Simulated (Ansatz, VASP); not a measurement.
**PbSe: VASP beside Ansatz**

```
Pb Se
1.0
     0.00000    3.10500    3.10500
     3.10500    0.00000    3.10500
     3.10500    3.10500    0.00000
Pb Se
1 1
Cartesian
  0.0346 0.0346 0.0346
  3.1050 3.1050 3.1050
```

Alike in both runs: task single point; functional PBE; k mesh 4 × 4 × 4; occupations fermi-dirac, width 0.05 eV; no spin polarisation.

|  | VASP | Ansatz |
| --- | --- | --- |
| version | VASP 6.6.1 | Ansatz 0.2.0 development build |
| potentials or method | VASP PAW PBE potentials, release 64 (Pb_d, Se) | plane waves, PAW datasets (generated hard set |
| plane-wave cutoff (eV) | 520 | 700 |
| valence electrons in the cell | 20 | 38 |

```csv
,VASP,Ansatz,Ansatz less VASP
gap on the k mesh at the Fermi level (eV),0.44,0.44,+0.001
least direct gap on the mesh (eV),0.44,0.44,+0.001
rms of the force components (eV/Å),0.023,0.023,+0.0003
```

Atom by atom the forces differ by 0.000 eV/Å (rms over components). VASP's potentials hold 20 valence electrons a cell and Ansatz's 38, so a difference there can come from the potentials and not from the codes. Ansatz's warnings: cutoff auto derived.

The k mesh is coarse, so the values compare programs but aren't converged. Spin-orbit coupling is off throughout.
